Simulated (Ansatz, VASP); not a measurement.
# Two plane-wave programs on SiC3

```
CELL_PARAMETERS angstrom
2.85125 0.00000 0.00000
0.00000 2.85125 0.00000
0.00000 0.00000 4.17026
ATOMIC_POSITIONS crystal
C 0.50000 0.00000 0.78627
C 0.50000 0.50000 0.00000
C 0.00000 0.50000 0.21373
Si 0.00000 0.00000 0.50000
```

Alike in both runs: task single point; functional r2SCAN; k mesh 8 × 8 × 6; no spin polarisation.

|  | VASP | Ansatz |
| --- | --- | --- |
| version | VASP 6.6.1 | Ansatz 0.2.0 |
| potentials or method | VASP PAW PBE potentials, release 64 (C, Si) | plane waves, PAW |
| plane-wave cutoff (eV) | 520 | 500 |
| occupations | gaussian, width 0.01 eV | fixed |
| valence electrons in the cell | 16 | 16 |

Ansatz gave:

- gap on the k mesh at the Fermi level (eV): 1.79
- pressure (GPa): -15.4
- traceless stress, the component that is largest in VASP (GPa): -1.27
- rms of the force components (eV/Å): 0.117

**Question.** What did VASP give for the same quantities?

**Answer.** gap on the k mesh at the Fermi level (eV): 1.80; pressure (GPa): -15.4; traceless stress, the component that is largest in VASP (GPa): -1.42; rms of the force components (eV/Å): 0.133.

VASP's potentials were made for PBE, not for r2SCAN. Atom by atom the forces differ by 0.015 eV/Å (rms over components).
